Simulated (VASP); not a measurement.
Input of a VASP 6.6.1 run:

File INCAR:

```
ALGO     = Normal         # electronic algorithm
EDIFF    = 1E-7           # SCF threshold, eV
EDIFFG   = -0.08          # ionic threshold
ENCUT    = 600            # plane-wave cutoff, eV
GGA      = PE             # functional
IBRION   = 2              # ionic algorithm
ISIF     = 3              # what is computed and relaxed
ISMEAR   = 0              # smearing method
ISPIN    = 2              # spin polarisation
LASPH    = True           # aspherical terms in the spheres
LCHARG   = False          # write CHGCAR
LMAXMIX  = 4              # l up to which the mixer works
LORBIT   = 11             # projections on sites
LREAL    = False          # projectors in reciprocal space
LWAVE    = False          # write WAVECAR
MAGMOM   = 3 0 0 0 0 0    # initial moments
NELM     = 150            # most SCF steps
NSW      = 36             # ionic steps
PREC     = Accurate       # precision mode
SIGMA    = 0.15           # smearing width, eV
```

File KPOINTS:

```
k-points
0
Gamma
  3 3 3
```

File POSCAR:

```
TlCrF4
1.0
   -3.0553768200      3.0553768200      2.5135615300
    3.0553768200     -3.0553768200      2.5135615300
    3.0553768200      3.0553768200     -2.5135615300
Cr Tl F
1 1 4
Direct
    0.5000000000      0.5000000000      0.0000000000
    0.0000000000      0.0000000000      0.0000000000
    0.0000000000      0.3152448500      0.3152448500
    0.0000000000      0.6847551500      0.6847551500
    0.3152448500      0.0000000000      0.3152448500
    0.6847551500      0.0000000000      0.6847551500
```

Potentials or basis: VASP PAW PBE potentials, release 64 (Cr_pv, Tl_d, F).

The run is started by

```console
$ cat potpaw_PBE.64/Cr_pv/POTCAR potpaw_PBE.64/Tl_d/POTCAR potpaw_PBE.64/F/POTCAR > POTCAR
$ mpirun -np 1 vasp_std > vasp.out
```

(1) What does it give for the relaxed volume?

(2) What does it give for the net moment?

## Answers

(1) 21.31 Å³/atom.

(2) 4.97 μB per cell.

Caveat: the k points lie up to 0.47 Å⁻¹ apart in the final cell; the volume moved by over 15 % at a fixed basis, so the end points are rough; a cell with one magnetic atom can't hold antiferromagnetic order, which such compounds often take.
